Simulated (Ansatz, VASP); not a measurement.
## Cu2Re in VASP and in Ansatz

File INCAR:

```
SYSTEM = Cu2Re
  ALGO = Fast
  EDIFF = 1E-6
  EDIFFG = -0.01
  ENCUT = 600
  GGA = PE
  IBRION = 2
  ISIF = 3
  ISMEAR = 0
  LASPH = .True.
  LCHARG = .False.
  LREAL = .False.
  LWAVE = .False.
  NELM = 100
  NSW = 100
  PREC = Accurate
  SIGMA = 0.1
```

File KPOINTS:

```
k-points
0
Gamma
  14 14 14
  0 0 0
```

The input POSCAR:

```
Cu2Re
1.0
    0.0000000000      2.8739112626      2.8739112626
    2.8739112626      0.0000000000      2.8739112626
    2.8739112626      2.8739112626      0.0000000000
Cu Re
2 1
Direct
    0.2500000000      0.2500000000      0.2500000000
    0.7500000000      0.7500000000      0.7500000000
    0.0000000000      0.0000000000      0.0000000000
```

Input for Ansatz:

```yaml
crystal:
  lattice:
    - [0.0, 2.8739112626, 2.8739112626]
    - [2.8739112626, 0.0, 2.8739112626]
    - [2.8739112626, 2.8739112626, 0.0]
  atoms:
    - { symbol: Cu, position: [0.25, 0.25, 0.25] }
    - { symbol: Cu, position: [0.75, 0.75, 0.75] }
    - { symbol: Re, position: [0.0, 0.0, 0.0] }
basis:
  ecutwfc: 420
kpoints:
  mp_grid: { grid: [14, 14, 14] }
hamiltonian:
  xc: pbe
scf:
  occupations: { method: gaussian, width: 0.1 }
output:
  forces: true
  stress: true
  eigenvalues: true
relax:
  adjacent_minimum: "off"
  f_tol: 0.01
  max_steps: 80
  cell: { stress_tol: 0.05 }
```

Alike in both runs: task relaxation of cell and atoms; functional PBE; k mesh 14 × 14 × 14; occupations gaussian, width 0.1 eV; no spin polarisation.

```csv
,VASP,Ansatz
version,VASP 6.6.1,Ansatz 0.2.0
potentials or method,"VASP PAW PBE potentials, release 64 (Cu, Re), cutoff 600 eV","scalar-relativistic, plane waves, PAW"
valence electrons in the cell,29,53
```

|  | VASP | Ansatz | Ansatz less VASP |
| --- | --- | --- | --- |
| gap on the k mesh at the Fermi level, each at its own relaxed structure (eV) | none | none | - |
| relaxed volume (Å³/atom) | 15.82 | 15.82 | 0.000 |
| relaxed cell length with the largest relative difference (Å) | 4.064 | 4.064 | 0.0000 |

A gap of «none» marks a metal or a gap that the smearing closes. VASP's potentials hold 29 valence electrons a cell and Ansatz's 53, so a difference there can come from the potentials and not from the codes.

Neither program's run includes spin-orbit coupling. Noted on VASP's run: the relaxation stopped at its first step, so nothing moved.
